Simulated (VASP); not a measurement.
# CsMn2 in VASP: a series of runs

CsMn2 is run at these levels: PBE; tasks: single point, relaxation of cell and atoms.

All numbers are computed with VASP 6.6.1; they aren't measurements. Logs are shortened: lines on timing, memory, paths and dates and some standing lists are left out, and cuts for length are marked.

## (1) The cell of the first run

The typed cell holds 3 atoms: a = 4.212 Å, b = 4.212 Å, c = 6.335 Å, α = 90.00°, β = 90.00°, γ = 120.00°.

The cell was generated, and may not be a known phase.

## (2) Single point, PBE, collinear spin, antiferromagnetic start

INCAR

```
ALGO     = Fast           # electronic algorithm
EDIFF    = 1E-7           # SCF threshold, eV
ENCUT    = 520            # plane-wave cutoff, eV
GGA      = PE             # functional
ISIF     = 2              # what is computed and relaxed
ISMEAR   = 0              # smearing method
ISPIN    = 2              # spin polarisation
LASPH    = T              # aspherical terms in the spheres
LCHARG   = F              # write CHGCAR
LMAXMIX  = 4              # l up to which the mixer works
LORBIT   = 11             # projections on sites
LREAL    = F              # projectors in reciprocal space
LWAVE    = F              # write WAVECAR
MAGMOM   = 0 -4 4         # initial moments
NBANDS   = 28             # bands
NELM     = 150            # most SCF steps
PREC     = Accurate       # precision mode
SIGMA    = 0.1            # smearing width, eV
```

KPOINTS

```
k-points
0
Gamma
  6 6 2
```

POSCAR

```
CsMn2
1.0
    4.2118735425     -0.0000000028      0.0000000000
   -2.1059367688      3.6475894868      0.0000000000
    0.0000000000      0.0000000000      6.3345729384
Cs Mn
1 2
Direct
    0.0000000000      0.0000000000      0.5000349184
    0.3333333333      0.6666666667      0.9988218892
    0.6666666667      0.3333333333      0.0011431923
```

Potentials or basis: VASP PAW PBE potentials, release 64 (Cs_sv, Mn_pv).

Command:

```bash
cat potpaw_PBE.64/Cs_sv/POTCAR potpaw_PBE.64/Mn_pv/POTCAR > POTCAR
mpirun -np 1 vasp_std > vasp.out
```

OUTCAR:

```text
EDIFF = 1E-7
   ENCUT = 520
   GGA = PE
   ISIF = 2
   ISMEAR = 0
   ISPIN = 2
   LASPH = T
   LORBIT = 11
   LREAL = F
   NELM = 150
   PREC = Accurate

 ion  position               nearest neighbor table
   1  0.000  0.000  0.500-
   2  0.333  0.667  0.999-   3 2.43   3 2.43   3 2.43
   3  0.667  0.333  0.001-   2 2.43   2 2.43   2 2.43

  LATTYP: Found a hexagonal cell.
 ALAT       =     4.2118735425
 C/A-ratio  =     1.5039798499

  Lattice vectors:

 A1 = (   4.2118735425,  -0.0000000028,   0.0000000000)
 A2 = (  -2.1059367688,   3.6475894868,   0.0000000000)
 A3 = (   0.0000000000,   0.0000000000,   6.3345729384)

Analysis of symmetry for initial positions (statically):
=====================================================================
 Subroutine PRICEL returns:
 Original cell was already a primitive cell.

 Routine SETGRP: Setting up the symmetry group for a
 hexagonal supercell.

 Subroutine GETGRP returns: Found  6 space group operations
 (whereof  6 operations were pure point group operations)
 out of a pool of 24 trial point group operations.

The static configuration has the point symmetry C_3v.

Analysis of symmetry for dynamics (positions and initial velocities):
=====================================================================
 Subroutine PRICEL returns:
 Original cell was already a primitive cell.

 Routine SETGRP: Setting up the symmetry group for a
 hexagonal supercell.

 Subroutine GETGRP returns: Found  6 space group operations
 (whereof  6 operations were pure point group operations)
 out of a pool of 24 trial point group operations.

The dynamic configuration has the point symmetry C_3v.

Analysis of structural, dynamic, and magnetic symmetry:
=====================================================================
 Subroutine PRICEL returns:
 Original cell was already a primitive cell.

 Routine SETGRP: Setting up the symmetry group for a
 hexagonal supercell.

 Subroutine GETGRP returns: Found  6 space group operations
 (whereof  6 operations were pure point group operations)
 out of a pool of 24 trial point group operations.

The overall configuration has the point symmetry C_3v.

 Subroutine INISYM returns: Found  6 space group operations
 (whereof  6 operations are pure point group operations),
 and found     1 'primitive' translations
[... 108 lines left out ...]
  Fermi-wavevector in a.u.,A,eV,Ry     =   1.164210  2.200038 18.441130  1.355385
  Thomas-Fermi vector in A             =   2.300751
   LORBIT       =     11    0 simple, 1 ext, 2 COOP (PROOUT), +10 PAW based schemes
   GGA     = PE    functional components
   LHFCALC =     F    Hartree Fock is set to
   AEXX    =    0.0000 exact exchange contribution
   IVDW    =     0    specifies the selected vdW correction
   LEPSILON=     F    determine dielectric tensor
   LRPA    =     F    only Hartree local field effects (RPA)
 spin polarized calculation
 RMM-DIIS sequential band-by-band and
 Gauss-broadening in eV      SIGMA  =   0.10
  energy-cutoff  :      520.00
  volume of cell :       97.32
 maximum number of plane-waves:      2640
 NGX is ok and might be reduce to    32
   NGX = 15   NGY = 15   NGZ = 23

 number of electron      35.0000008 magnetization       0.0000183

 number of electron      35.0000008 magnetization      -0.0000034

 Free energy of the ion-electron system (eV)
  ---------------------------------------------------
  ext. energy  EPLUGINS =         0.00000000
  ---------------------------------------------------
  free energy    TOTEN  =       -15.65268054 eV

  energy without entropy =      -15.62021351  energy(sigma->0) =      -15.63644702

 E-fermi :   2.9829     XC(G=0):  -8.7129

 val. band max:        2.9544962415   @ k =   0.3333  -0.0000   0.0000
 cond. band min:       2.9842936671   @ k =   0.3333   0.1667   0.5000
 fundamental gap:      0.0297974256
 Fermi energy:         2.9828956032

 spin component 1

 k-point     1 :       0.0000    0.0000    0.0000
  band No.  band energies     occupation
      1     -47.1602      1.00000
      2     -46.9581      1.00000
      3     -46.9581      1.00000
      4     -43.3827      1.00000
      5     -43.3827      1.00000
      6     -43.2861      1.00000
[... 423 lines left out ...]
     27       8.6146      0.00000
     28       8.9986      0.00000
 Fermi energy:         2.9828956032

 spin component 2

 k-point     1 :       0.0000    0.0000    0.0000
  band No.  band energies     occupation
      1     -47.1603      1.00000
      2     -46.9582      1.00000
      3     -46.9582      1.00000
      4     -43.3828      1.00000
      5     -43.3828      1.00000
      6     -43.2860      1.00000
[... 423 lines left out ...]
     27       8.6146      0.00000
     28       8.9987      0.00000

------------------------ aborting loop because EDIFF is reached ----------------------------------------

  FORCE on cell =-STRESS in cart. coord.  units (eV):
  Direction    XX          YY          ZZ          XY          YZ          ZX
  --------------------------------------------------------------------------------------
  -------------------------------------------------------------------------------------
  Total        0.0053374      0.0053374     -0.0463644      0.0000000      0.0000000     -0.0000000
  in kB        0.0878697      0.0878697     -0.7633028      0.0000000      0.0000000     -0.0000000
  external PRESSURE =      -0.1958545 kB  Pullay stress =       0.0000000 kB

 VOLUME and BASIS-vectors are now :
 -----------------------------------------------------------------------------
  energy-cutoff  :      520.00
  volume of cell :       97.32
      direct lattice vectors                 reciprocal lattice vectors
     4.211873543 -0.000000003  0.000000000     0.237424032  0.137076829  0.000000000
    -2.105936769  3.647589487  0.000000000     0.000000000  0.274153658  0.000000000
     0.000000000  0.000000000  6.334572938     0.000000000  0.000000000  0.157863839

 POSITION                                       TOTAL-FORCE (eV/Angst)
 -----------------------------------------------------------------------------------
      0.00000      0.00000      3.16751        -0.000000     -0.000000     -0.000541
      0.00000      2.43173      6.32711        -0.000000      0.000000      0.008912
      2.10594      1.21586      0.00724         0.000000     -0.000000     -0.008371
 -----------------------------------------------------------------------------------
    total drift:                                0.000000     -0.000000     -0.000020

  FREE ENERGIE OF THE ION-ELECTRON SYSTEM (eV)
  ---------------------------------------------------
  free  energy   TOTEN  =       -15.6526805388 eV

  energy  without entropy=      -15.6202135091  energy(sigma->0) =      -15.63644702

 total charge

# of ion       s       p       d       tot
------------------------------------------
    1        1.848   4.661   0.056   6.566
    2        0.412   6.162   4.943  11.517
    3        0.412   6.162   4.943  11.517
--------------------------------------------------
tot          2.672  16.985   9.943  29.600

 magnetization (x)

# of ion       s       p       d       tot
------------------------------------------
    1        0.000   0.000   0.000   0.000
    2       -0.075  -0.031  -3.431  -3.538
    3        0.075   0.031   3.431   3.538
--------------------------------------------------
tot         -0.000   0.000   0.000   0.000
```

stdout:

```text
POSCAR found type information on POSCAR CsMn
 POSCAR found :  2 types and       3 ions
 scaLAPACK will be used
 LDA part: xc-table for (Slater+PW92), standard interpolation
 POSCAR, INCAR and KPOINTS ok, starting setup
 FFT: planning ... GRIDC
 FFT: planning ... GRID_SOFT
 FFT: planning ... GRID
 WAVECAR not read
 entering main loop
```

Wall time 55 s (1 thread of Intel Xeon 6975P-C (Granite Rapids), shared host); peak memory 0.27 GiB.

Results:

- Free energy: -15.6527 eV
- Pressure: 0.0 GPa
- Largest force: 0.009 eV/Å
- Net moment: 0.00 μB per cell
- Site moments: Cs +0.00; Mn -3.54, +3.54 μB
- Valence electrons inside the program's atomic spheres: Cs 6.57; Mn 11.52

Forces on the atoms (eV/Å):
```
Cs   0.000  0.000 -0.001
Mn   0.000  0.000  0.009
Mn   0.000  0.000 -0.008
```

Levels at points of the mesh, in eV from the Fermi level:
Spin up:
```csv
k point,band 14,band 15,band 16,band 17,band 18,band 19,band 20,band 21
"(0.00, 0.00, 0.00)",-2.57,-2.50,-2.50,0.12,0.12,0.52,0.95,0.95
"(0.50, 0.00, 0.00)",-2.63,-2.62,-2.00,-1.30,-0.23,0.70,1.05,1.22
"(0.00, 0.00, 0.50)",-2.53,-2.50,-2.50,-1.13,0.10,0.10,0.96,0.96
"(0.50, 0.00, 0.50)",-2.64,-2.60,-2.32,-0.66,-0.07,0.76,1.09,1.21
```
Spin down:
```csv
k point,band 15,band 16,band 17,band 18,band 19,band 20
"(0.00, 0.00, 0.00)",-2.50,-2.50,0.12,0.12,0.52,0.95
"(0.50, 0.00, 0.00)",-2.62,-2.00,-1.30,-0.23,0.70,1.05
"(0.00, 0.00, 0.50)",-2.50,-2.50,-1.13,0.10,0.10,0.96
"(0.50, 0.00, 0.50)",-2.60,-2.32,-0.66,-0.07,0.76,1.09
```

Caveat: the k points lie up to 0.50 Å⁻¹ apart; the antiferromagnetic order is the one typed at the start, and another may lie lower; spin-orbit coupling is left out, which moves the levels of the heavy elements.

## (3) Single point, PBE, collinear spin, antiferromagnetic start

INCAR

```
  PREC = Accurate
  ENCUT = 520
  EDIFF = 1E-7
  ISMEAR = 0
  SIGMA = 0.1
  LREAL = False
  LASPH = True
  NELM = 150
  ALGO = Normal
  ISIF = 2
  LWAVE = False
  LCHARG = False
  ISPIN = 2
  MAGMOM = 0 -3.72 3.72
  LORBIT = 11
  LMAXMIX = 4
  GGA = PE
  NBANDS = 28
```

KPOINTS

```
regular mesh
0
Gamma
  6 6 4
```

POSCAR

```
CsMn2
1.0
    4.2118735425      0.0000000000      0.0000000000
   -2.1059367713      3.6475894854      0.0000000000
    0.0000000000      0.0000000000      6.3345729384
Cs Mn
1 2
Direct
    0.0000000000      0.0000000000      0.5000000000
    0.3333333333      0.6666666667      0.0000000000
    0.6666666667      0.3333333333      0.0000000000
```

Potentials or basis: VASP PAW PBE potentials, release 64 (Cs_sv, Mn_pv).

Command:

```bash
cat potpaw_PBE.64/Cs_sv/POTCAR potpaw_PBE.64/Mn_pv/POTCAR > POTCAR
mpirun -np 1 vasp_std > vasp.out
```

Run time: 54 s. Hardware: 1 thread of Intel Xeon 6975P-C (Granite Rapids), shared host; peak memory 0.29 GiB.

It converged, with:

- Free energy: -15.6268 eV
- Pressure: 0.1 GPa
- Net moment: 0.00 μB per cell
- Site moments: Cs +0.00; Mn -3.54, +3.54 μB
- Valence electrons inside the program's atomic spheres: Cs 6.57; Mn 11.52

Levels at points of the mesh, in eV from the Fermi level:
Spin up:
```tsv
k point	band 14	band 15	band 16	band 17	band 18	band 19	band 20	band 21
(0.00, 0.00, 0.00)	-2.59	-2.51	-2.51	0.11	0.11	0.53	0.95	0.95
(0.50, 0.00, 0.00)	-2.64	-2.63	-1.99	-1.31	-0.22	0.70	1.04	1.20
(0.00, 0.00, 0.50)	-2.53	-2.51	-2.51	-1.11	0.09	0.09	0.96	0.96
(0.50, 0.00, 0.50)	-2.66	-2.61	-2.32	-0.67	-0.06	0.75	1.09	1.20
```
Spin down:
```csv
k point,band 13,band 14,band 15,band 16,band 17,band 18,band 19,band 20,band 21,band 22
"(0.00, 0.00, 0.00)",-2.59,-2.59,-2.51,-2.51,0.11,0.11,0.53,0.95,0.95,0.98
"(0.50, 0.00, 0.00)",-2.66,-2.64,-2.63,-1.99,-1.31,-0.22,0.70,1.04,1.20,1.77
"(0.00, 0.00, 0.50)",-2.60,-2.53,-2.51,-2.51,-1.11,0.09,0.09,0.96,0.96,1.11
"(0.50, 0.00, 0.50)",-2.71,-2.66,-2.61,-2.32,-0.67,-0.06,0.75,1.09,1.20,1.50
```

Caveat: the antiferromagnetic order is the one typed at the start, and another may lie lower; spin-orbit coupling is left out, which moves the levels of the heavy elements.

## (4) Relaxation of cell and atoms, PBE, collinear spin, antiferromagnetic start

INCAR

```
SYSTEM = CsMn2
PREC = Accurate ; ENCUT = 600
EDIFF = 1E-6 ; ISMEAR = 0
SIGMA = 0.1 ; LREAL = .False.
LASPH = .True. ; NELM = 150
ALGO = Normal ; ISIF = 3
LWAVE = .False. ; LCHARG = .False.
ISPIN = 2 ; MAGMOM = 0 -3.72 3.72
LORBIT = 11 ; LMAXMIX = 4
GGA = PE ; IBRION = 2
NSW = 90 ; EDIFFG = -0.04
```

KPOINTS

```
regular mesh
0
Gamma
  6 6 4
  0 0 0
```

POSCAR is that of step 3.

Command:

```bash
cat potpaw_PBE.64/Cs_sv/POTCAR potpaw_PBE.64/Mn_pv/POTCAR > POTCAR
mpirun -np 1 vasp_std > vasp.out
```

Run time: 79 s. Hardware: 1 thread of Intel Xeon 6975P-C (Granite Rapids), shared host; peak memory 0.34 GiB.

Results (log left out):

```yaml
Free_energy: -15.6263 eV
Pressure_after_relaxing: 0.1 GPa
Net_moment: 0.00 μB per cell
Site_moments: Cs +0.00; Mn -3.54, +3.54 μB
Valence_electrons_inside_the_program's_atomic_spheres: Cs 6.56; Mn 11.52
```

Final structure:
```xyz
3
Lattice="4.2119 0.0000 0.0000 -2.1059 3.6476 0.0000 0.0000 0.0000 6.3346" Properties=species:S:1:pos:R:3 pbc="T T T"
Cs    0.0000    0.0000    3.1673
Mn    0.0000    2.4317    0.0000
Mn    2.1059    1.2159    0.0000
```

Levels at points of the mesh, in eV from the Fermi level:
Spin up:
```tsv
k point	band 15	band 16	band 17	band 18	band 19	band 20
(0.00, 0.00, 0.00)	-2.51	-2.51	0.11	0.11	0.53	0.95
(0.50, 0.00, 0.00)	-2.63	-1.99	-1.30	-0.22	0.70	1.04
(0.00, 0.00, 0.50)	-2.51	-2.51	-1.11	0.09	0.09	0.96
(0.50, 0.00, 0.50)	-2.61	-2.32	-0.67	-0.06	0.75	1.09
```
Spin down:
| k point | band 15 | band 16 | band 17 | band 18 | band 19 | band 20 |
| --- | --- | --- | --- | --- | --- | --- |
| (0.00, 0.00, 0.00) | -2.51 | -2.51 | 0.11 | 0.11 | 0.53 | 0.95 |
| (0.50, 0.00, 0.00) | -2.63 | -1.99 | -1.30 | -0.22 | 0.70 | 1.04 |
| (0.00, 0.00, 0.50) | -2.51 | -2.51 | -1.11 | 0.09 | 0.09 | 0.96 |
| (0.50, 0.00, 0.50) | -2.61 | -2.32 | -0.67 | -0.06 | 0.75 | 1.09 |

Caveat: the antiferromagnetic order is the one typed at the start, and another may lie lower; spin-orbit coupling is left out, which moves the levels of the heavy elements.

## (5) Summary

```tsv
task	cell	k mesh	cutoff (eV)	gap on the mesh (eV)	pressure (GPa)	moment (μB)
single point	a = 4.212, b = 4.212, c = 6.335 Å, angles 90.0, 90.0, 120.0°, 3 atoms, atomic positions A	6 × 6 × 2	520	none	0.0	0.00
single point	a = 4.212, b = 4.212, c = 6.335 Å, angles 90.0, 90.0, 120.0°, 3 atoms, atomic positions B	6 × 6 × 4	520	none	0.1	0.00
relaxation of cell and atoms	relaxed from a = 4.212, b = 4.212, c = 6.335 Å, angles 90.0, 90.0, 120.0°, 3 atoms, atomic positions B	6 × 6 × 4	600	none	0.1	0.00
```

Alike in all rows: level PBE; potentials or basis VASP PAW PBE potentials, release 64 (Cs_sv, Mn_pv); spin collinear, antiferromagnetic start; smearing gaussian 0.1 eV.

Caveats: some runs use coarse meshes; the antiferromagnetic order is the one typed at the start, and another may lie lower; spin-orbit coupling is left out, which moves the levels of the heavy elements.

Absolute energies hang on the potentials; compare differences alone.

The gap in the log of VASP goes by the Fermi energy; the results here count the filled bands.